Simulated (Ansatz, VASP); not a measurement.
## PtSe2: VASP beside Ansatz

The input INCAR:

```
PREC = Accurate
ENCUT = 520
EDIFF = 1E-7
ISMEAR = 0
SIGMA = 0.05
LREAL = F
LASPH = T
NELM = 100
ALGO = Normal
ISIF = 2
LWAVE = F
LCHARG = F
LDIPOL = T
IDIPOL = 3
DIPOL = 0.5 0.5 0.391
GGA = PE
IVDW = 12
NBANDS = 31
```

Contents of KPOINTS:

```
regular mesh
0
Gamma
  9 9 1
```

POSCAR

```
PtSe2
1.0
    3.7070358680      0.0000000000      0.0000000000
   -1.8535179340      3.2103872345      0.0000000000
    0.0000000000      0.0000000000     22.7981610548
Se Pt
4 2
Direct
    0.6666666667      0.3333333333      0.1973843412
    0.3333333333      0.6666666667      0.3135814555
    0.5000000000      1.3333333333      0.4675412417
    0.8333333333      1.0000000000      0.5837383560
    0.0000000000      0.0000000000      0.2554828984
    1.1666666667      1.6666666667      0.5256397989
```

Input for Ansatz:

```yaml
crystal:
  lattice:
    - [3.707035868, 0.0, 0.0]
    - [-1.853517934, 3.2103872345, 0.0]
    - [0.0, 0.0, 22.7981610548]
  atoms:
    - { symbol: Se, position: [0.6666666667, 0.3333333333, 0.1973843412] }
    - { symbol: Pt, position: [0.0, 0.0, 0.2554828984] }
    - { symbol: Se, position: [0.3333333333, 0.6666666667, 0.3135814555] }
    - { symbol: Se, position: [0.5, 1.3333333333, 0.4675412417] }
    - { symbol: Pt, position: [1.1666666667, 1.6666666667, 0.5256397989] }
    - { symbol: Se, position: [0.8333333333, 1.0, 0.583738356] }
basis:
  ecutwfc: 420
kpoints:
  mp_grid: { grid: [9, 9, 1] }
hamiltonian:
  xc: pbe
  pseudopotentials: { kind: paw, azcp: { folder: soft_1 } }
  dispersion: d3bj
scf:
  occupations: { method: gaussian, width: 0.05 }
output:
  forces: true
  eigenvalues: true
efield:
  axis: 3
  dipole_correction: true
  ramp_width: 0.04
```

Alike in both runs: task single point; functional PBE; dispersion D3(BJ); k mesh 9 × 9 × 1; occupations gaussian, width 0.05 eV; no spin polarisation.

```csv
,VASP,Ansatz
version,VASP 6.6.1,Ansatz 0.2.0
potentials or method,"VASP PAW PBE potentials, release 64 (Se, Pt), cutoff 520 eV","scalar-relativistic, plane waves, PAW"
valence electrons in the cell,44,100
```

Ansatz gave:

| Property | Result |
| --- | --- |
| gap on the k mesh at the Fermi level (eV) | 0.99 |
| least direct gap on the mesh (eV) | 1.17 |
| rms of the force components (eV/Å) | 0.037 |

Q: Estimate VASP's values.

A: gap on the k mesh at the Fermi level (eV): 0.98; least direct gap on the mesh (eV): 1.16; rms of the force components (eV/Å): 0.037.

VASP's potentials hold 44 valence electrons a cell and Ansatz's 100, so a difference there can come from the potentials and not from the codes.

Spin-orbit coupling is off throughout.
